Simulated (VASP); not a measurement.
**TcAu: single point with LDA**

TcAu:

```
CELL_PARAMETERS angstrom
3.11902 0.00000 0.00000
0.00000 3.11902 0.00000
0.00000 0.00000 3.11902
ATOMIC_POSITIONS crystal
Au 0.00000 0.00000 0.00000
Tc 0.50000 0.50000 0.50000
```

- Program: VASP 6.6.1
- Task: single point
- Functional: LDA
- Potentials or basis: VASP PAW LDA potentials, release 64 (Au, Tc_pv)
- Cutoff: 520 eV
- k mesh: 7 × 7 × 7
- Occupations: gaussian, width 0.05 eV
- Spin: no spin polarisation

* Pressure: 0.2 GPa
* Band gap on the k mesh: zero (band 12 reaches 12.86 eV, above the bottom of band 13 at 10.25 eV)

Levels at points of the mesh, in eV from the Fermi level:
```csv
k point,band 10,band 11,band 12,band 13,band 14,band 15
"(0.00, 0.00, 0.00)",-0.76,-0.76,1.40,1.40,1.40,7.75
```

Run time: 14 s on 1 thread of Intel Xeon 8259CL (shared host), peak memory 0.13 GiB.

Caveat: spin-orbit coupling is left out, which moves the levels of the heavy elements.
